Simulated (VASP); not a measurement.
Runs of VASP 6.6.1 on Zn. The structure is that of space group Fm-3m (No. 225), or close to it. The cells are those of the table. This isn't the form of Zn at room conditions, which is hcp.

```tsv
cell	further INCAR settings	gap on the mesh (eV)	pressure (GPa)
a = 2.834, b = 2.834, c = 4.007 Å, 2 atoms	ALGO = Fast; EDIFF = 1e-06; NBANDS = 19	none	(b)
a = 2.750, b = 2.750, c = 3.890 Å, 2 atoms	ALGO = Fast; EDIFF = 1e-06; NBANDS = 19	none	2.1
a = 2.723, b = 2.723, c = 3.850 Å, 2 atoms	ALGO = Fast; EDIFF = 1e-07; NBANDS = 19	none	5.3
a = 2.778, b = 2.778, c = 3.929 Å, 2 atoms	ALGO = Fast; EDIFF = 1e-06; NBANDS = 19	none	-0.1
a = 2.861, b = 2.861, c = 4.047 Å, 2 atoms	ALGO = Fast; EDIFF = 1e-06; NBANDS = 19	none	-4.8
a = 2.695, b = 2.695, c = 3.811 Å, 2 atoms	ALGO = Fast; EDIFF = 1e-06; NBANDS = 19	none	(a)
a = 2.806, b = 2.806, c = 3.968 Å, 2 atoms	ALGO = Fast; EDIFF = 1e-06; NBANDS = 19	none	-2.0
```

Alike in all rows: task single point; level PBE; potentials or basis VASP PAW PBE potentials, release 64 (Zn); no spin polarisation; k mesh 16 × 16 × 10; cutoff (eV) 520; smearing gaussian 0.1 eV.

Task: Fill in the values left out.

Result: (a) 7.9; (b) -3.6.

Caveats: the cell stands under tension (at least some runs); the cell stands under pressure (at least some runs).

A gap of «none» marks levels without a gap at the run's occupations.
